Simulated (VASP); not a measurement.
A run of VASP 6.6.1:

Contents of POSCAR:

```
Na
1.0
    3.7667877003      0.0000000000      0.0000000000
   -1.8833938501      3.2621338391      0.0000000000
    0.0000000000      0.0000000000     12.2641474344
Na
4
Direct
    0.0000000000      0.0000000000      0.0000000000
    0.0000000000      0.0000000000      0.5000000000
    0.3333333333      0.6666666667      0.2500000000
    0.6666666667      0.3333333333      0.7500000000
```

The input INCAR.step1:

```
SYSTEM = Na
PREC = Accurate ; ENCUT = 520
ISMEAR = 0 ; SIGMA = 0.1
LREAL = .False. ; LASPH = .True.
NELM = 100 ; NBANDS = 22
GGA = PE ; ALGO = Normal
EDIFF = 1E-4 ; LWAVE = .True.
LCHARG = .False.
```

File INCAR.step2:

```
SYSTEM = Na
PREC = Accurate ; ENCUT = 520
EDIFF = 1E-6 ; ISMEAR = 0
SIGMA = 0.1 ; LREAL = .False.
LASPH = .True. ; NELM = 100
ALGO = Normal ; ISIF = 2
LWAVE = .False. ; LCHARG = .False.
METAGGA = R2SCAN ; LMIXTAU = .True.
NBANDS = 22 ; ISTART = 1
```

Contents of KPOINTS:

```
regular mesh
0
Gamma
  12 12 4
  0 0 0
```

Potentials or basis: VASP PAW PBE potentials, release 64 (Na_pv).

Command:

```sh
$ cat potpaw_PBE.64/Na_pv/POTCAR > POTCAR
$ cp INCAR.step1 INCAR
$ mpirun -np 1 vasp_std > vasp.out
$ cp INCAR.step2 INCAR
$ mpirun -np 1 vasp_std > vasp.out
```

Hardware: 1 thread of Intel(R) Xeon(R) 6975P-C (Granite Rapids), on a shared host.

Problem. How long does it take, and how much memory?

Solution. It took 4.7 min on 1 thread of Intel(R) Xeon(R) 6975P-C (Granite Rapids), on a shared host, peak memory 0.35 GiB. Counts: k points 57.
